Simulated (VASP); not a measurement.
A run of VASP 6.6.1:

File POSCAR:

```
CsCl
1.0
    4.1406759133      0.0000000000      0.0000000000
    0.0000000000      4.1406759133      0.0000000000
    0.0000000000      0.0000000000      4.1406759133
Cs Cl
1 1
Direct
    0.0000000000      0.0000000000      0.0000000000
    0.5000000000      0.5000000000      0.5000000000
```

INCAR.step1

```
SYSTEM = CsCl
PREC = Accurate
ENCUT = 400
EDIFF = 1E-5
ISMEAR = 0
SIGMA = 0.01
LREAL = .False.
LASPH = .True.
NELM = 120
ALGO = Normal
ISIF = 2
LWAVE = .True.
LCHARG = .False.
GGA = PE
NBANDS = 15
GGA_COMPAT = .False.
```

File INCAR.step2:

```
SYSTEM = CsCl
PREC = Accurate
ENCUT = 400
EDIFF = 1E-6
ISMEAR = 0
SIGMA = 0.01
LREAL = .False.
LASPH = .True.
NELM = 120
ALGO = Normal
ISIF = 2
LWAVE = .False.
LCHARG = .False.
GGA = PE
LHFCALC = .True.
AEXX = 0.25
PRECFOCK = Normal
ISTART = 1
NBANDS = 15
GGA_COMPAT = .False.
```

KPOINTS

```
regular mesh
0
Gamma
  4 4 4
  0 0 0
```

Potentials or basis: VASP PAW PBE potentials, release 64 (Cs_sv, Cl).

Command:

```console
$ cat potpaw_PBE.64/Cs_sv/POTCAR potpaw_PBE.64/Cl/POTCAR > POTCAR
$ cp INCAR.step1 INCAR
$ mpirun -np 1 vasp_std > vasp.out
$ cp INCAR.step2 INCAR
$ mpirun -np 1 vasp_std > vasp.out
```

Hardware: 1 thread of Intel(R) Xeon(R) Platinum 8259CL CPU @ 2.50GHz (Skylake/Cascade Lake) (shared host).

Q: How long does it take, and how much memory?

A: Wall time 4 min on 1 thread of Intel(R) Xeon(R) Platinum 8259CL CPU @ 2.50GHz (Skylake/Cascade Lake), with other jobs on the host, peak memory 0.16 GiB. Counts: k points 10.
